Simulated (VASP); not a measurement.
# Eu (Im-3m) in VASP: single point with PBEsol

Aim: the single point of Eu with PBEsol.

All numbers are computed with VASP 6.6.1; they aren't measurements. Logs are shortened: lines on timing, memory, paths and dates and some standing lists are left out, and cuts for length are marked.

### Step 1. The cell of the first run

The structure is cubic, space group Im-3m (No. 229). Conventional cell: a = 4.235 Å, b = 4.235 Å, c = 4.235 Å, α = 90.00°, β = 90.00°, γ = 90.00°. Eu (site symmetry m-3m) has 14 Eu at 3.67 to 4.23 Å within 4.8 Å.

### Step 2. Single point, PBEsol, collinear spin, ferromagnetic start

Input file POSCAR:

```
Eu
1.0
   -2.1173340907      2.1173340907      2.1173340907
    2.1173340907     -2.1173340907      2.1173340907
    2.1173340907      2.1173340907     -2.1173340907
Eu
1
Direct
    0.0000000000      0.0000000000      0.0000000000
```

Input file INCAR.step1:

```
SYSTEM = Eu
ALGO     = Normal         ! electronic algorithm
EDIFF    = 1E-6           ! SCF threshold, eV
ENCUT    = 520            ! plane-wave cutoff, eV
GGA      = PS             ! functional
ISIF     = 2              ! what is computed and relaxed
ISMEAR   = 0              ! smearing method
ISPIN    = 2              ! spin polarisation
LASPH    = .True.         ! aspherical terms in the spheres
LCHARG   = .True.         ! write CHGCAR
LMAXMIX  = 6              ! l up to which the mixer works
LREAL    = .False.        ! projectors in reciprocal space
LWAVE    = .False.        ! write WAVECAR
MAGMOM   = 7.66           ! initial moments
NBANDS   = 18             ! bands
NELM     = 150            ! most SCF steps
PREC     = Accurate       ! precision mode
SIGMA    = 0.05           ! smearing width, eV
```

Input file KPOINTS.step1:

```
k-points
0
Gamma
  14 14 14
  0 0 0
```

Input file INCAR.step2:

```
SYSTEM = Eu
ALGO     = Normal         ! electronic algorithm
EDIFF    = 1E-6           ! SCF threshold, eV
ENCUT    = 520            ! plane-wave cutoff, eV
GGA      = PS             ! functional
ICHARG   = 11             ! starting density
ISIF     = 2              ! what is computed and relaxed
ISMEAR   = -5             ! smearing method
ISPIN    = 2              ! spin polarisation
LASPH    = .True.         ! aspherical terms in the spheres
LCHARG   = .False.        ! write CHGCAR
LMAXMIX  = 6              ! l up to which the mixer works
LORBIT   = 11             ! projections on sites
LREAL    = .False.        ! projectors in reciprocal space
LWAVE    = .False.        ! write WAVECAR
MAGMOM   = 7.66           ! initial moments
NBANDS   = 18             ! bands
NEDOS    = 2001           ! points of the DOS
NELM     = 150            ! most SCF steps
PREC     = Accurate       ! precision mode
SIGMA    = 0.05           ! smearing width, eV
```

Input file KPOINTS.step2:

```
k-points
0
Gamma
  21 21 21
  0 0 0
```

Potentials or basis: VASP PAW PBE potentials, release 64 (Eu).

On the command line:

```sh
> cat potpaw_PBE.64/Eu/POTCAR > POTCAR
> cp INCAR.step1 INCAR
> cp KPOINTS.step1 KPOINTS
> mpirun -np 1 vasp_std > vasp.out
> cp INCAR.step2 INCAR
> cp KPOINTS.step2 KPOINTS
> mpirun -np 1 vasp_std > vasp.out
```

OUTCAR:

```text
SYSTEM = Eu
   EDIFF = 1E-6
   ENCUT = 520
   GGA = PS
   ICHARG = 11
   ISIF = 2
   ISMEAR = -5
   ISPIN = 2
   LASPH = .True.
   LORBIT = 11
   LREAL = .False.
   NELM = 150
   PREC = Accurate

 ion  position               nearest neighbor table
   1  0.000  0.000  0.000-

  LATTYP: Found a body centered cubic cell.
 ALAT       =     4.2346681814

  Lattice vectors:

 A1 = (  -2.1173340907,   2.1173340907,   2.1173340907)
 A2 = (   2.1173340907,  -2.1173340907,   2.1173340907)
 A3 = (   2.1173340907,   2.1173340907,  -2.1173340907)

Analysis of symmetry for initial positions (statically):
=====================================================================
 Subroutine PRICEL returns:
 Original cell was already a primitive cell.

 Routine SETGRP: Setting up the symmetry group for a
 body centered cubic supercell.

 Subroutine GETGRP returns: Found 48 space group operations
 (whereof 48 operations were pure point group operations)
 out of a pool of 48 trial point group operations.

The static configuration has the point symmetry O_h .

Analysis of symmetry for dynamics (positions and initial velocities):
=====================================================================
 Subroutine PRICEL returns:
 Original cell was already a primitive cell.

 Routine SETGRP: Setting up the symmetry group for a
 body centered cubic supercell.

 Subroutine GETGRP returns: Found 48 space group operations
 (whereof 48 operations were pure point group operations)
 out of a pool of 48 trial point group operations.

The dynamic configuration has the point symmetry O_h .

Analysis of structural, dynamic, and magnetic symmetry:
=====================================================================
 Subroutine PRICEL returns:
 Original cell was already a primitive cell.

 Routine SETGRP: Setting up the symmetry group for a
 body centered cubic supercell.

 Subroutine GETGRP returns: Found 48 space group operations
 (whereof 48 operations were pure point group operations)
 out of a pool of 48 trial point group operations.

The overall configuration has the point symmetry O_h .

 Subroutine INISYM returns: Found 48 space group operations
 (whereof 48 operations are pure point group operations),
 and found     1 'primitive' translations

----------------------------------------------------------------------------------------

                                     Primitive cell

  volume of cell :      37.9689

  direct lattice vectors                    reciprocal lattice vectors
    -2.117334091  2.117334091  2.117334091     0.000000000  0.236146011  0.236146011
[... 103 lines left out ...]
   IALGO  =     38    algorithm
   IMIX   =      4    mixing-type and parameters
     AMIX     =   0.40;   BMIX     =  1.00
     AMIX_MAG =   1.60;   BMIX_MAG =  1.00
  volume/ion in A,a.u.               =      37.97       256.23
  Fermi-wavevector in a.u.,A,eV,Ry     =   1.252415  2.366722 21.341343  1.568544
  Thomas-Fermi vector in A             =   2.386317
   LORBIT       =     11    0 simple, 1 ext, 2 COOP (PROOUT), +10 PAW based schemes
   GGA     = PS    functional components
   LHFCALC =     F    Hartree Fock is set to
   AEXX    =    0.0000 exact exchange contribution
   IVDW    =     0    specifies the selected vdW correction
   LEPSILON=     F    determine dielectric tensor
   LRPA    =     F    only Hartree local field effects (RPA)
 spin polarized calculation
 Fermi weights with tetrahedron method with Bloechl corrections
  energy-cutoff  :      520.00
  volume of cell :       37.97
 maximum number of plane-waves:      1048

 number of electron      17.0000001 magnetization       7.2046587

 Free energy of the ion-electron system (eV)
  ---------------------------------------------------
  ext. energy  EPLUGINS =         0.00000000
  ---------------------------------------------------
  free energy    TOTEN  =       -11.68393242 eV

  energy without entropy =      -11.68393242  energy(sigma->0) =      -11.68393242

 E-fermi :   2.3469     XC(G=0):  -9.3883

 val. band max:        2.3460599302   @ k =  -0.3333  -0.4762   0.0952
 cond. band min:       2.3311674180   @ k =  -0.3810   0.4762   0.2857
 fundamental gap:     -0.0148925123
 Fermi energy:         2.3469167485

 spin component 1

 k-point     1 :       0.0000    0.0000    0.0000
  band No.  band energies     occupation
      1     -39.1958      1.00000
      2     -17.6542      1.00000
      3     -17.6542      1.00000
      4     -17.6542      1.00000
      5      -2.1505      1.00000
      6       1.8175      1.00000
[... 493 lines left out ...]
     17       6.5249      0.00000
     18      12.6288      0.00000

 [... further k-points ...]

 spin component 2

 k-point     1 :       0.0000    0.0000    0.0000
  band No.  band energies     occupation
      1     -36.1214      1.00000
      2     -15.3216      1.00000
      3     -15.3216      1.00000
      4     -15.3216      1.00000
      5      -1.3729      1.00000
      6       5.2616      0.00000
[... 493 lines left out ...]
     17       7.8068      0.00000
     18      13.7368      0.00000

 [... further k-points ...]

------------------------ aborting loop because EDIFF is reached ----------------------------------------

  FORCE on cell =-STRESS in cart. coord.  units (eV):
  Direction    XX          YY          ZZ          XY          YZ          ZX
  --------------------------------------------------------------------------------------
  -------------------------------------------------------------------------------------
  Total       -0.0843514     -0.0843514     -0.0843514      0.0000000      0.0000000      0.0000000
  in kB       -3.5593844     -3.5593844     -3.5593844      0.0000000      0.0000000      0.0000000
  external PRESSURE =      -3.5593844 kB  Pullay stress =       0.0000000 kB

 VOLUME and BASIS-vectors are now :
 -----------------------------------------------------------------------------
  energy-cutoff  :      520.00
  volume of cell :       37.97
      direct lattice vectors                 reciprocal lattice vectors
    -2.117334091  2.117334091  2.117334091     0.000000000  0.236146011  0.236146011
     2.117334091 -2.117334091  2.117334091     0.236146011  0.000000000  0.236146011
     2.117334091  2.117334091 -2.117334091     0.236146011  0.236146011  0.000000000

 POSITION                                       TOTAL-FORCE (eV/Angst)
 -----------------------------------------------------------------------------------
      0.00000      0.00000      0.00000        -0.000000      0.000000     -0.000000
 -----------------------------------------------------------------------------------
    total drift:                                0.000000     -0.000000      0.000000

  FREE ENERGIE OF THE ION-ELECTRON SYSTEM (eV)
  ---------------------------------------------------
  free  energy   TOTEN  =       -11.6839324208 eV

  energy  without entropy=      -11.6839324208  energy(sigma->0) =      -11.68393242

 total charge

# of ion       s       p       d       f       tot
--------------------------------------------------
    1        2.089   5.674   0.343   6.605  14.710

 magnetization (x)

# of ion       s       p       d       f       tot
--------------------------------------------------
    1       -0.001  -0.083   0.128   6.600   6.645
```

OSZICAR.step1:

```text
N       E                     dE             d eps       ncg     rms          rms(c)
DAV:   1     0.100696053835E+03    0.10070E+03   -0.64441E+03  9186   0.413E+03
DAV:   2     0.573595567549E+01   -0.94960E+02   -0.84363E+02  9406   0.283E+02
DAV:   3    -0.780610449557E+01   -0.13542E+02   -0.13281E+02 11332   0.978E+01
DAV:   4    -0.930004527188E+01   -0.14939E+01   -0.14855E+01 14582   0.244E+01
DAV:   5    -0.937050786706E+01   -0.70463E-01   -0.70367E-01 12622   0.613E+00    0.286E+01
DAV:   6    -0.121331414672E+02   -0.27626E+01   -0.25944E+00 10072   0.167E+01    0.201E+01
DAV:   7    -0.117240156347E+02    0.40913E+00   -0.10257E+00 11838   0.187E+01    0.114E+01
DAV:   8    -0.117143375658E+02    0.96781E-02   -0.76281E-01 10674   0.189E+01    0.603E+00
DAV:   9    -0.117004312633E+02    0.13906E-01   -0.85064E-02 12728   0.633E+00    0.181E+00
DAV:  10    -0.116833602969E+02    0.17071E-01   -0.27089E-02 11754   0.279E+00    0.540E-01
DAV:  11    -0.116842860140E+02   -0.92572E-03   -0.45039E-03 13738   0.104E+00    0.725E-01
DAV:  12    -0.116838605042E+02    0.42551E-03   -0.10026E-03 13110   0.534E-01    0.284E-01
DAV:  13    -0.116839459446E+02   -0.85440E-04   -0.26408E-04 12522   0.312E-01    0.239E-01
DAV:  14    -0.116839385617E+02    0.73829E-05   -0.59344E-05 12338   0.130E-01    0.130E-01
DAV:  15    -0.116839335824E+02    0.49792E-05   -0.27482E-05 10962   0.110E-01    0.480E-02
DAV:  16    -0.116839329464E+02    0.63605E-06   -0.38514E-06 12280   0.324E-02
   1 F= -.11683933E+02 E0= -.11683177E+02  d E =-.151171E-02  mag=     7.2047
```

It took 14 min on 1 thread of Intel Xeon 8259CL, shared host; peak memory 0.48 GiB.

Results:

* Net moment: 7.20 μB per cell
* Site moments: Eu +6.64 μB
* Valence electrons inside the program's atomic spheres: Eu 14.71

Caveat: the PAW data sets were made with another functional, which shifts forces and pressure a little; spin-orbit coupling is left out, which moves the levels of the heavy elements; semilocal functionals describe open f shells poorly, which spoils levels, moments and volumes.
